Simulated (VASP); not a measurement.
# Si2Ni (Fm-3m) in VASP: further runs

Runs on Si2Ni. Level: PBE. Tasks: relaxation of cell and atoms, single point.

Everything below comes from runs of VASP 6.6.1. Logs are shortened: lines on timing, memory, paths and dates and some standing lists are left out, and cuts for length are marked.

## Step 1: The cell of the first run

The structure is cubic, space group Fm-3m (No. 225). Conventional cell: a = 5.406 Å, b = 5.406 Å, c = 5.406 Å, α = 90.00°, β = 90.00°, γ = 90.00°. Si (site symmetry -43m) has 4 Ni at 2.34 Å and 6 Si at 2.70 Å within 3.1 Å. Within 3.1 Å of Ni (site symmetry m-3m) lie 8 Si at 2.34 Å.

## Step 2: Relaxation of cell and atoms, PBE, collinear spin, ferromagnetic start, target pressure 20 GPa, at which the enthalpy is minimised

INCAR reads:

```
SYSTEM = Si2Ni
PREC = Accurate
ENCUT = 600
EDIFF = 1E-7
ISMEAR = -1
SIGMA = 0.1
LREAL = .FALSE.
LASPH = .TRUE.
NELM = 200
ALGO = Normal
ISIF = 3
LWAVE = .FALSE.
LCHARG = .FALSE.
ISPIN = 2
MAGMOM = 0 0 1.5
LORBIT = 11
LMAXMIX = 4
GGA = PE
IBRION = 2
NSW = 80
EDIFFG = -0.05
PSTRESS = 200.0
GGA_COMPAT = .FALSE.
NELMIN = 4
```

KPOINTS reads:

```
Automatic mesh
0
G
  9 9 9
  0 0 0
```

POSCAR reads:

```
Si2Ni
1.0
    0.0000000000      2.7030000000      2.7030000000
    2.7030000000      0.0000000000      2.7030000000
    2.7030000000      2.7030000000      0.0000000000
Si Ni
2 1
Direct
    0.2500000000      0.2500000000      0.2500000000
    0.7500000000      0.7500000000      0.7500000000
    0.0000000000      0.0000000000      0.0000000000
```

Potentials or basis: VASP PAW PBE potentials, release 64 (Si, Ni).

Command:

```sh
cat potpaw_PBE.64/Si/POTCAR potpaw_PBE.64/Ni/POTCAR > POTCAR
mpirun -np 1 vasp_std > vasp.out
```

OUTCAR:

```text
SYSTEM = Si2Ni
   PREC = Accurate
   ENCUT = 600
   EDIFF = 1E-7
   ISMEAR = -1
   LREAL = .FALSE.
   LASPH = .TRUE.
   NELM = 200
   ISIF = 3
   ISPIN = 2
   LORBIT = 11
   GGA = PE
   IBRION = 2
   NSW = 80
   EDIFFG = -0.05
   PSTRESS = 200.0
   NELMIN = 4

 ion  position               nearest neighbor table
   1  0.250  0.250  0.250-   3 2.34   3 2.34   3 2.34   3 2.34   2 2.70   2 2.70   2 2.70   2 2.70
                             2 2.70   2 2.70
   2  0.750  0.750  0.750-   3 2.34   3 2.34   3 2.34   3 2.34   1 2.70   1 2.70   1 2.70   1 2.70
                             1 2.70   1 2.70
   3  0.000  0.000  0.000-   2 2.34   1 2.34   2 2.34   1 2.34   2 2.34   2 2.34   1 2.34   1 2.34

  LATTYP: Found a face centered cubic cell.
 ALAT       =     5.4060000000

  Lattice vectors:

 A1 = (   0.0000000000,   2.7030000000,   2.7030000000)
 A2 = (   2.7030000000,   0.0000000000,   2.7030000000)
 A3 = (   2.7030000000,   2.7030000000,   0.0000000000)

Analysis of symmetry for initial positions (statically):
=====================================================================
 Subroutine PRICEL returns:
 Original cell was already a primitive cell.

 Routine SETGRP: Setting up the symmetry group for a
 face centered cubic supercell.

 Subroutine GETGRP returns: Found 48 space group operations
 (whereof 48 operations were pure point group operations)
 out of a pool of 48 trial point group operations.

The static configuration has the point symmetry O_h .

Analysis of symmetry for dynamics (positions and initial velocities):
=====================================================================
 Subroutine PRICEL returns:
 Original cell was already a primitive cell.

 Routine SETGRP: Setting up the symmetry group for a
 face centered cubic supercell.

 Subroutine GETGRP returns: Found 48 space group operations
 (whereof 48 operations were pure point group operations)
 out of a pool of 48 trial point group operations.

The dynamic configuration has the point symmetry O_h .

Analysis of structural, dynamic, and magnetic symmetry:
=====================================================================
 Subroutine PRICEL returns:
 Original cell was already a primitive cell.

 Routine SETGRP: Setting up the symmetry group for a
 face centered cubic supercell.

 Subroutine GETGRP returns: Found 48 space group operations
 (whereof 48 operations were pure point group operations)
 out of a pool of 48 trial point group operations.

The overall configuration has the point symmetry O_h .

 Subroutine INISYM returns: Found 48 space group operations
 (whereof 48 operations are pure point group operations),
 and found     1 'primitive' translations

----------------------------------------------------------------------------------------

                                     Primitive cell

  volume of cell :      39.4974

  direct lattice vectors                    reciprocal lattice vectors
     0.000000000  2.703000000  2.703000000    -0.184979652  0.184979652  0.184979652
     2.703000000  0.000000000  2.703000000     0.184979652 -0.184979652  0.184979652
     2.703000000  2.703000000  0.000000000     0.184979652  0.184979652 -0.184979652

  length of vectors
     3.822619259  3.822619259  3.822619259     0.320394156  0.320394156  0.320394156

  position of ions in fractional coordinates (direct lattice)
     0.250000000  0.250000000  0.250000000
     0.750000000  0.750000000  0.750000000
     0.000000000  0.000000000  0.000000000

  ion indices of the primitive-cell ions
   primitive index   ion index
                 1           1
                 2           2
                 3           3

----------------------------------------------------------------------------------------

 KPOINTS: Automatic mesh

Automatic generation of k-mesh.
 Grid dimensions read from file:
 generate k-points for:    9    9    9

 Generating k-lattice:

  Cartesian coordinates                     Fractional coordinates (reciprocal lattice)
    -0.020553295  0.020553295  0.020553295     0.111111111  0.000000000  0.000000000
     0.020553295 -0.020553295  0.020553295     0.000000000  0.111111111  0.000000000
     0.020553295  0.020553295 -0.020553295     0.000000000  0.000000000  0.111111111

  Length of vectors
     0.035599351  0.035599351  0.035599351

  Shift w.r.t. Gamma in fractional coordinates (k-lattice)
     0.000000000  0.000000000  0.000000000

 Subroutine IBZKPT returns following result:
 ===========================================

 Found     35 irreducible k-points:

 Following reciprocal coordinates:
            Coordinates               Weight
  0.000000  0.000000  0.000000      1.000000
  0.111111  0.000000  0.000000      8.000000
  0.222222  0.000000  0.000000      8.000000
  0.333333  0.000000  0.000000      8.000000
  0.444444  0.000000  0.000000      8.000000
  0.111111  0.111111  0.000000      6.000000
[... 16 lines left out ...]
 -0.333333  0.333333  0.000000     12.000000
  0.444444  0.444444  0.000000      6.000000
 [... further k-points ...]
   k-points           NKPTS =     35   k-points in BZ     NKDIM =     35   number of bands    NBANDS=     14
   number of dos      NEDOS =    301   number of ions     NIONS =      3
   total plane-waves  NPLWV =  32768
   dimension x,y,z NGX =    32 NGY =   32 NGZ =   32
   dimension x,y,z NGXF=    64 NGYF=   64 NGZF=   64
   ions per type =               2   1
   NGX,Y,Z   is equivalent  to a cutoff of  13.92, 13.92, 13.92 a.u.
   NGXF,Y,Z  is equivalent  to a cutoff of  27.83, 27.83, 27.83 a.u.
 SYSTEM =  Si2Ni
   PREC   = accura    normal or accurate (medium, high low for compatibility)
   ISTART =      0    job   : 0-new  1-cont  2-samecut
   ICHARG =      2    charge: 1-file 2-atom 10-const
   ISPIN  =      2    spin polarized calculation?
   LNONCOLLINEAR =      F non collinear calculations
   LSORBIT =      F    spin-orbit coupling
   LASPH  =      T    aspherical Exc in radial PAW
   ENCUT  =  600.0 eV  44.10 Ry    6.64 a.u.   7.63  7.63  7.63*2*pi/ulx,y,z
   NELM   =    200;   NELMIN=  4; NELMDL= -5     # of ELM steps
   EDIFF  = 0.1E-06   stopping-criterion for ELM
   LREAL  =      F    real-space projection
   EDIFFG = -.5E-01   stopping-criterion for IOM
   NSW    =     80    number of steps for IOM
   IBRION =      2    ionic relax: 0-MD 1-quasi-New 2-CG
   NFREE  =      1    steps in history (QN), initial steepest desc. (CG)
   ISIF   =      3    stress and relaxation
   ISYM   =      2    0-nonsym 1-usesym 2-fastsym
   POTIM  = 0.5000    time-step for ionic-motion
   TEBEG  =    0.0;   TEEND  =   0.0 temperature during run
   PSTRESS=  200.0 pullay stress
   NELECT =      18.0000    total number of electrons
   NUPDOWN=      -1.0000    fix difference up-down
   EMIN   =  10.00;   EMAX   =-10.00  energy-range for DOS
   EFERMI =   0.00;   METHOD = LEGACY
   ISMEAR =    -1;   SIGMA  =   0.10  broadening in eV -4-tet -1-fermi 0-gaus
   EFERMI_NEDOS =   21; number of points for ismear=-14 and -15
   IALGO  =     38    algorithm
   IMIX   =      4    mixing-type and parameters
     AMIX     =   0.40;   BMIX     =  1.00
     AMIX_MAG =   1.60;   BMIX_MAG =  1.00
  volume/ion in A,a.u.               =      13.17        88.85
  Fermi-wavevector in a.u.,A,eV,Ry     =   1.259823  2.380721 21.594550  1.587155
  Thomas-Fermi vector in A             =   2.393364
   LORBIT       =     11    0 simple, 1 ext, 2 COOP (PROOUT), +10 PAW based schemes
   GGA     = PE    functional components
   LHFCALC =     F    Hartree Fock is set to
   AEXX    =    0.0000 exact exchange contribution
   IVDW    =     0    specifies the selected vdW correction
   LEPSILON=     F    determine dielectric tensor
   LRPA    =     F    only Hartree local field effects (RPA)
 conjugate gradient relaxation of ions
 spin polarized calculation
  energy-cutoff  :      600.00
  volume of cell :       39.50
 maximum number of plane-waves:      1363
   NGX = 15   NGY = 15   NGZ = 15

--------------------------------------- Ionic step        1  -------------------------------------------

 number of electron      18.0000004 magnetization      -0.0001485

 number of electron      18.0000004 magnetization       0.0000177

 Free energy of the ion-electron system (eV)
  ---------------------------------------------------
  ext. energy  EPLUGINS =         0.00000000
  ---------------------------------------------------
  free energy    TOTEN  =       -17.37571571 eV

  energy without entropy =      -17.34523397  energy(sigma->0) =      -17.36047484

------------------------ aborting loop because EDIFF is reached ----------------------------------------

  FORCE on cell =-STRESS in cart. coord.  units (eV):
  Direction    XX          YY          ZZ          XY          YZ          ZX
  --------------------------------------------------------------------------------------
  -------------------------------------------------------------------------------------
  Total        0.8781071      0.8781071      0.8781071     -0.0000000      0.0000000      0.0000000
  in kB       35.6196734     35.6196734     35.6196734     -0.0000000      0.0000000      0.0000000
  external PRESSURE =    -164.3803266 kB  Pullay stress =     200.0000000 kB
[... 69 lines left out ...]
 number of electron      17.9999994 magnetization      -0.0000007

 number of electron      17.9999994 magnetization       0.0000010

 Free energy of the ion-electron system (eV)
  ---------------------------------------------------
  ext. energy  EPLUGINS =         0.00000000
  ---------------------------------------------------
  free energy    TOTEN  =       -17.15841869 eV

  energy without entropy =      -17.12575829  energy(sigma->0) =      -17.14208849

 E-fermi :  11.8075     XC(G=0): -11.9778

 val. band max:       11.7181158024   @ k =   0.2222   0.0000   0.0000
 cond. band min:      11.8293512502   @ k =   0.1111   0.1111   0.0000
 fundamental gap:      0.1112354478
 Fermi energy:        11.8074924887

 spin component 1

 k-point     1 :       0.0000    0.0000    0.0000
  band No.  band energies     occupation
      1      -2.9356      1.00000
      2       5.9605      1.00000
      3       5.9605      1.00000
      4       5.9605      1.00000
      5       7.7356      1.00000
      6       7.7356      1.00000
      7      12.1365      0.03592
      8      13.5567      0.00000
      9      13.5567      0.00000
     10      13.5567      0.00000
     11      13.8661      0.00000
     12      13.8661      0.00000
     13      13.8661      0.00000
     14      16.6686      0.00000
[... 379 lines left out ...]
      3       4.0374      1.00000
      4       6.6995      1.00000
      5       6.6995      1.00000
      6       7.8439      1.00000
      7       7.8439      1.00000
      8       7.9297      1.00000
      9       8.1911      1.00000
     10      11.4410      0.97503
     11      12.9894      0.00001
     12      19.3913      0.00000
     13      20.3816      0.00000
     14      20.3816      0.00000

 [... further k-points ...]

 spin component 2

 k-point     1 :       0.0000    0.0000    0.0000
  band No.  band energies     occupation
      1      -2.9356      1.00000
      2       5.9605      1.00000
      3       5.9605      1.00000
      4       5.9605      1.00000
      5       7.7356      1.00000
      6       7.7356      1.00000
      7      12.1365      0.03592
      8      13.5567      0.00000
      9      13.5567      0.00000
     10      13.5567      0.00000
     11      13.8661      0.00000
     12      13.8661      0.00000
     13      13.8661      0.00000
     14      16.6686      0.00000
[... 425 lines left out ...]
  energy  without entropy=      -17.1257582918  energy(sigma->0) =      -17.14208849

  enthalpy is  TOTEN    =       -12.6249807722 eV   P V=        4.5334379212

 reached required accuracy - stopping structural energy minimisation

 total charge

# of ion       s       p       d       tot
------------------------------------------
    1        0.730   0.906   0.000   1.635
    2        0.730   0.906   0.000   1.635
    3        0.606   0.930   8.503  10.039
--------------------------------------------------
tot          2.065   2.742   8.503  13.310

 magnetization (x)

# of ion       s       p       d       tot
------------------------------------------
    1        0.000   0.000   0.000   0.000
    2        0.000   0.000   0.000   0.000
    3        0.000  -0.000  -0.000  -0.000
--------------------------------------------------
tot          0.000   0.000  -0.000   0.000
```

It took 1.8 min on 1 thread of Intel Xeon Platinum 8488C (Sapphire Rapids), shared host; peak memory 0.23 GiB.

What came out:

```
Free energy                                                : -17.1584 eV
Relaxed volume                                             : 12.11 Å³/atom
Relaxed cell                                               : a = 3.717 Å, b = 3.717 Å, c = 3.717 Å, α = 60.00°, β = 60.00°, γ = 60.00°
Space group after relaxing (to 0.1 Å)                      : Fm-3m (No. 225)
Energy change on relaxing (the run minimises the enthalpy) : +72.4 meV/atom
Ionic steps                                                : 3
Pressure after relaxing                                    : 19.4 GPa
Band gap on the k mesh                                     : zero (filled and empty bands overlap)
Net moment                                                 : 0.00 μB per cell
Valence electrons inside the program's atomic spheres      : Si 1.64; Ni 10.04
```

Step by step:
```tsv
step	energy change (eV)	largest force (eV/Å)	pressure (GPa)	volume (Å³)
1	0.0000	0.0000	3.56	39.50
2	1.1009	0.0000	54.05	32.27
3	0.2173	0.0000	19.43	36.32
```

Final structure:
```
Si Ni
1.0
     0.00000    2.62841    2.62841
     2.62841    0.00000    2.62841
     2.62841    2.62841    0.00000
Si Ni
2 1
Cartesian
  1.3142 1.3142 1.3142
  3.9426 3.9426 3.9426
  0.0000 0.0000 0.0000
```

Levels at points of the mesh, in eV from the Fermi level:
Spin up:
```
           k point  band 7  band 8  band 9  band 10  band 11  band 12
(0.00, 0.00, 0.00)    0.33    1.75    1.75     1.75     2.06     2.06
```
Spin down:
```
           k point  band 6  band 7  band 8  band 9  band 10  band 11  band 12  band 13
(0.00, 0.00, 0.00)   -4.07    0.33    1.75    1.75     1.75     2.06     2.06     2.06
```

Caveat: the cell is relaxed towards a set pressure, so the run minimises the enthalpy, not the energy.

[end of part 1 of 2]
